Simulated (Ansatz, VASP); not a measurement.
Two plane-wave programs on YN

The input POSCAR:

```
YN
1.0
    0.0000000000      2.5408289939      2.5408289939
    2.5408289939      0.0000000000      2.5408289939
    2.5408289939      2.5408289939      0.0000000000
Y N
1 1
Direct
    0.0000000000      0.0000000000      0.0000000000
    0.5000000000      0.5000000000      0.5000000000
```

File INCAR.step1:

```
  PREC = Accurate
  ENCUT = 520
  EDIFF = 1E-5
  ISMEAR = 0
  SIGMA = 0.01
  LREAL = False
  LASPH = True
  NELM = 120
  ALGO = Normal
  ISIF = 2
  LWAVE = True
  GGA = PE
  NBANDS = 15
  GGA_COMPAT = False
```

INCAR.step2

```
  PREC = Accurate
  ENCUT = 520
  EDIFF = 1E-6
  ISMEAR = 0
  SIGMA = 0.01
  LREAL = False
  LASPH = True
  NELM = 120
  ALGO = Normal
  ISIF = 2
  LWAVE = False
  LCHARG = True
  GGA = PE
  LHFCALC = True
  HFSCREEN = 0.2079
  PRECFOCK = Normal
  LELF = True
  LVHAR = True
  ISTART = 1
  NBANDS = 15
  GGA_COMPAT = False
```

KPOINTS

```
regular mesh
0
Gamma
  6 6 6
```

Input for Ansatz:

```yaml
crystal:
  lattice:
    - [0.0, 2.5408289939, 2.5408289939]
    - [2.5408289939, 0.0, 2.5408289939]
    - [2.5408289939, 2.5408289939, 0.0]
  atoms:
    - { symbol: "Y", position: [0.0, 0.0, 0.0] }
    - { symbol: "N", position: [0.5, 0.5, 0.5] }
kpoints:
  mp_grid: { grid: [6, 6, 6] }
  band_path:
    path:
      - [0.0, 0.0, 0.0]
      - [0.5, 0.0, 0.5]
      - [0.625, 0.25, 0.625]
      - [0.375, 0.375, 0.75]
      - [0.5, 0.5, 0.5]
      - [0.5, 0.25, 0.75]
      - [0.0, 0.5, 0.5]
    npoints: 1
hamiltonian:
  xc: hse06
scf:
  occupations: { method: fixed }
  n_extra_bands: 4
output:
  forces: true
  stress: true
  eigenvalues: true
```

Change from the starting cell: hydrostatic strain +3.8%.

Alike in both runs: task single point; functional HSE06; k mesh 6 × 6 × 6; no spin polarisation.

|  | VASP | Ansatz |
| --- | --- | --- |
| version | VASP 6.6.1 | Ansatz 0.2.0 |
| potentials or method | VASP PAW PBE potentials, release 64 (Y_sv, N) | plane waves, PAW |
| plane-wave cutoff (eV) | 520 | 420 |
| occupations | gaussian, width 0.01 eV | fixed |
| valence electrons in the cell | 16 | 16 |

Ansatz gave:

| Item | Value |
| --- | --- |
| gap on the k mesh at the Fermi level (eV) | 1.25 |
| pressure (GPa) | -16.1 |

Task: Which values does VASP return?

Result: gap on the k mesh at the Fermi level (eV): 1.25; pressure (GPa): -16.3.

Ansatz's warnings: stress exchange threshold loose, stress scf threshold loose.
